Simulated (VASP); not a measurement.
Set up this calculation in VASP 6.6.1, as the native input.

```
Task                   : single point
Functional             : LDA
Potentials or basis    : VASP PAW LDA potentials, release 64 (Ti_sv, Sn_d, O)
Cutoff                 : 600 eV
k mesh                 : 6 × 6 × 6
Occupations            : gaussian, width 0.02 eV
Spin                   : no spin polarisation
Dipole correction      : no
Further INCAR settings : ALGO = Normal; EDIFF = 1e-06; NBANDS = 61
```

The structure of Ti3SnO8 lies in POSCAR:

```
Ti3SnO8
1.0
    3.3166663660     -3.3168197270      0.0000000000
    3.3166663660      3.3168197270      0.0000000000
    0.0000000000      0.0000000000      6.0739879923
Ti Sn O
3 1 8
Direct
    0.0000000000      0.0000000000      0.5000000000
    0.5000000000      0.5000000000      0.2556199320
    0.5000000000      0.5000000000      0.7443800680
    0.0000000000      0.0000000000      0.0000000000
    0.6868163950      0.6868163950      0.0000000000
    0.6936466346      0.6936466346      0.5000000000
    0.8002421261      0.1997578739      0.2632264842
    0.8002421261      0.1997578739      0.7367735158
    0.3131836050      0.3131836050      0.0000000000
    0.3063533654      0.3063533654      0.5000000000
    0.1997578739      0.8002421261      0.2632264842
    0.1997578739      0.8002421261      0.7367735158
```

One way to write it, as run:

INCAR

```
SYSTEM = Ti3SnO8
PREC = Accurate
ENCUT = 600
EDIFF = 1E-6
ISMEAR = 0
SIGMA = 0.02
LREAL = .False.
LASPH = .True.
NELM = 120
ALGO = Normal
ISIF = 2
LWAVE = .False.
LCHARG = .True.
GGA = CA
LELF = .True.
LVHAR = .True.
NBANDS = 61
GGA_COMPAT = .False.
```

KPOINTS

```
Automatic mesh
0
Gamma
  6 6 6
  0 0 0
```

Potentials or basis: VASP PAW LDA potentials, release 64 (Ti_sv, Sn_d, O).

Run with:

```bash
$ cat potpaw_LDA.64/Ti_sv/POTCAR potpaw_LDA.64/Sn_d/POTCAR potpaw_LDA.64/O/POTCAR > POTCAR
$ mpirun -np 1 vasp_std > vasp.out
```

Results of the run:

* Pressure: -11.4 GPa
* Largest force: 0.130 eV/Å
* Band gap on the k mesh: 1.54 eV

Caveat: the cell stands under tension; spin-orbit coupling is left out, which moves the levels of the heavy elements.

Wall time 16 min on 1 thread of Intel(R) Xeon(R) Platinum 8375C CPU @ 2.90GHz (Ice Lake), on a shared host, peak memory 0.51 GiB.
